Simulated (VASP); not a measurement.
**BaRu3: single point with PBEsol**

Crystal: BaRu3.

```
Ba Ru
1.0
     4.12248    0.00000    0.00000
     0.00000    4.12248    0.00000
     0.00000    0.00000    4.12248
Ba Ru
1 3
Direct
  0.00000 0.00000 0.00000
  0.00000 0.50000 0.50000
  0.50000 0.50000 0.00000
  0.50000 0.00000 0.50000
```

```json
{
 "Program": "VASP 6.6.1",
 "Task": "single point",
 "Functional": "PBEsol",
 "Potentials or basis": "VASP PAW PBE potentials, release 64 (Ba_sv, Ru_sv)",
 "Cutoff": "560 eV",
 "k mesh": "8 × 8 × 8",
 "Occupations": "gaussian, width 0.05 eV",
 "Spin": "no spin polarisation",
 "Dipole correction": "no",
 "Further INCAR settings": "ALGO = Normal; EDIFF = 1e-06; NBANDS = 37"
}
```

| Property | Result |
| --- | --- |
| Pressure | -0.2 GPa |
| Band gap on the k mesh | zero (bands 29 and 30 overlap by 1.53 eV) |

Levels at points of the mesh, in eV from the Fermi level:
| k point | band 27 | band 28 | band 29 | band 30 | band 31 | band 32 |
| --- | --- | --- | --- | --- | --- | --- |
| (0.00, 0.00, 0.00) | 0.49 | 0.49 | 1.37 | 1.79 | 1.79 | 1.79 |
| (0.50, 0.00, 0.00) | -0.41 | -0.34 | 0.06 | 0.06 | 0.69 | 0.91 |
| (0.50, 0.50, 0.00) | -0.80 | -0.21 | -0.09 | 0.01 | 0.01 | 0.03 |
| (0.50, 0.50, 0.50) | -0.55 | -0.55 | 0.68 | 1.42 | 1.42 | 1.42 |

It took 56 s on 1 thread of Intel(R) Xeon(R) Platinum 8375C CPU @ 2.90GHz (Ice Lake) (shared host), peak memory 0.22 GiB.

Caveat: the PAW data sets were made with another functional, which shifts forces and pressure a little; spin-orbit coupling is left out, which moves the levels of the heavy elements.
